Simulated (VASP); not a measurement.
# Pt (Fm-3m) in VASP: settings compared, part 2 of 2

VASP 6.6.1. Earlier steps stand in the parts before.

## Step 4: Single point, PBEsol, non-collinear spin, zero start, spin-orbit coupling

INCAR reads:

```
SYSTEM = Pt
ALGO = Normal ; EDIFF = 1E-6
ENCUT = 500 ; GGA = PS
GGA_COMPAT = .False. ; ISIF = 2
ISMEAR = 0 ; LASPH = .True.
LCHARG = .False. ; LMAXMIX = 4
LNONCOLLINEAR = .True. ; LORBIT = 11
LORBMOM = .True. ; LREAL = .False.
LSORBIT = .True. ; LWAVE = .False.
MAGMOM = 0 0 0 ; NBANDS = 21
NELM = 200 ; PREC = Accurate
SIGMA = 0.1
```

KPOINTS reads:

```
k-points
0
Gamma
  18 18 18
  0 0 0
```

POSCAR reads:

```
Pt
1.0
    0.0000000000      1.9590400275      1.9590400275
    1.9590400275      0.0000000000      1.9590400275
    1.9590400275      1.9590400275      0.0000000000
Pt
1
Direct
    0.0000000000      0.0000000000      0.0000000000
```

Potentials or basis: VASP PAW PBE potentials, release 64 (Pt).

The run is started by

```console
cat potpaw_PBE.64/Pt/POTCAR > POTCAR
mpirun -np 1 vasp_ncl > vasp.out
```

OUTCAR:

```text
SYSTEM = Pt
   EDIFF = 1E-6
   ENCUT = 500
   GGA = PS
   ISIF = 2
   ISMEAR = 0
   LASPH = .True.
   LNONCOLLINEAR = .True.
   LORBIT = 11
   LREAL = .False.
   LSORBIT = .True.
   NELM = 200
   PREC = Accurate

 ion  position               nearest neighbor table
   1  0.000  0.000  0.000-

  LATTYP: Found a face centered cubic cell.
 ALAT       =     3.9180800550

  Lattice vectors:

 A1 = (   0.0000000000,   1.9590400275,   1.9590400275)
 A2 = (   1.9590400275,   0.0000000000,   1.9590400275)
 A3 = (   1.9590400275,   1.9590400275,   0.0000000000)

Analysis of symmetry for initial positions (statically):
[... 823 lines left out ...]
 ----------------------------------------
  1         0.000   0.000   0.000
 ----------------------------------------
            0.000   0.000   0.000

 Spin-Orbit-Coupling matrix elements

 Ion:    1  E_soc:     -0.7874283
 l=   1
     0.0000000    -0.0338840    -0.0338840
    -0.0338840     0.0000000    -0.0338840
    -0.0338840    -0.0338840     0.0000000
 l=   2
     0.0000000    -0.0168922     0.0000000    -0.0168922    -0.0804618
    -0.0168922     0.0000000    -0.0603464    -0.0168922    -0.0201155
     0.0000000    -0.0603464     0.0000000    -0.0603464     0.0000000
    -0.0168922    -0.0168922    -0.0603464     0.0000000    -0.0201155
    -0.0804618    -0.0201155     0.0000000    -0.0201155     0.0000000
 l=   3
     0.0000000     0.0000000     0.0000000     0.0000000     0.0000000     0.0000000     0.0000000
     0.0000000     0.0000000     0.0000000     0.0000000     0.0000000     0.0000000     0.0000000
     0.0000000     0.0000000     0.0000000     0.0000000     0.0000000     0.0000000     0.0000000
     0.0000000     0.0000000     0.0000000     0.0000000     0.0000000     0.0000000     0.0000000
     0.0000000     0.0000000     0.0000000     0.0000000     0.0000000     0.0000000     0.0000000
     0.0000000     0.0000000     0.0000000     0.0000000     0.0000000     0.0000000     0.0000000
     0.0000000     0.0000000     0.0000000     0.0000000     0.0000000     0.0000000     0.0000000

 total charge

# of ion       s       p       d       tot
------------------------------------------
    1        0.637   0.636   8.019   9.293

 magnetization (x)

# of ion       s       p       d       tot
------------------------------------------
    1        0.000  -0.000  -0.000  -0.000

 magnetization (y)

# of ion       s       p       d       tot
------------------------------------------
    1        0.000   0.000  -0.000   0.000

 magnetization (z)

# of ion       s       p       d       tot
------------------------------------------
    1       -0.000  -0.000   0.000  -0.000
```

OSZICAR:

```text
N       E                     dE             d eps       ncg     rms          rms(c)
DAV:   1     0.513548554276E+02    0.51355E+02   -0.48236E+03  8278   0.878E+02
DAV:   2    -0.656350587644E+01   -0.57918E+02   -0.54311E+02  9425   0.217E+02
DAV:   3    -0.780685882645E+01   -0.12434E+01   -0.12287E+01  9487   0.306E+01
DAV:   4    -0.781364992917E+01   -0.67911E-02   -0.67903E-02  9516   0.248E+00
DAV:   5    -0.781372080178E+01   -0.70873E-04   -0.70872E-04  9613   0.257E-01    0.150E+01
DAV:   6    -0.741430985926E+01    0.39941E+00   -0.46229E-01  8975   0.795E+00    0.799E+00
DAV:   7    -0.736651103845E+01    0.47799E-01   -0.82811E-02  9610   0.337E+00    0.302E+00
DAV:   8    -0.736229940031E+01    0.42116E-02   -0.36938E-03  9277   0.585E-01    0.124E+00
DAV:   9    -0.736196709916E+01    0.33230E-03   -0.57709E-04  9686   0.244E-01    0.196E-01
DAV:  10    -0.736195017187E+01    0.16927E-04   -0.24084E-05  9318   0.519E-02    0.202E-02
DAV:  11    -0.736195297984E+01   -0.28080E-05   -0.66404E-07  8476   0.659E-03    0.105E-02
DAV:  12    -0.736195324425E+01   -0.26441E-06   -0.10754E-07  4860   0.300E-03
   1 F= -.73619532E+01 E0= -.73579461E+01  d E =-.801419E-02  mag=     0.0000     0.0000    -0.0000
```

stdout:

```text
POSCAR found type information on POSCAR Pt
 POSCAR found :  1 types and       1 ions
 scaLAPACK will be used
 -----------------------------------------------------------------------------
|                                                                             |
|                                                                             |
|     You enforced a specific xc type in the INCAR file but a different       |
|     I HOPE YOU KNOW WHAT YOU ARE DOING!                                     |
|                                                                             |
 -----------------------------------------------------------------------------

 LDA part: xc-table for (Slater+PW92), standard interpolation
 POSCAR, INCAR and KPOINTS ok, starting setup
 FFT: planning ... GRIDC
 FFT: planning ... GRID_SOFT
 FFT: planning ... GRID
 WAVECAR not read
 entering main loop
```

Wall time 1.8 min (1 thread of Intel Xeon 8259CL, shared host); peak memory 0.22 GiB.

What came out:

```
Free energy                                           : -7.3620 eV
Pressure                                              : 0.4 GPa
Net moment                                            : 0.00 μB per cell
Valence electrons inside the program's atomic spheres : Pt 9.29
```

Moments on the atoms (μB; x, y, z):
```
Pt  0.00 0.00 0.00
```

Caveat: the PAW data sets were made with another functional, which shifts forces and pressure a little.

## Step 5: Summary

| level | spin | cutoff (eV) | gap on the mesh (eV) | pressure (GPa) |
| --- | --- | --- | --- | --- |
| PBEsol | off | 500 | none | -0.4 |
| r2SCAN | off | 550 | none | 5.6 |
| PBEsol | non-collinear, zero start, SOC | 500 | - | 0.4 |

Alike in all rows: task single point; potentials or basis VASP PAW PBE potentials, release 64 (Pt); cell as given; k mesh 18 × 18 × 18; smearing gaussian 0.1 eV.

The pressure there spans -0.4 GPa (PBEsol) to 5.6 GPa (r2SCAN); a positive pressure means that this level wants a larger cell, a negative one a smaller.

Caveats: the PAW data sets were made with another functional, which shifts forces and pressure a little; spin-orbit coupling is left out, which moves the levels of the heavy elements (at least some runs); the cell stands under pressure (at least some runs).

Absolute energies hang on the potentials; compare differences alone.
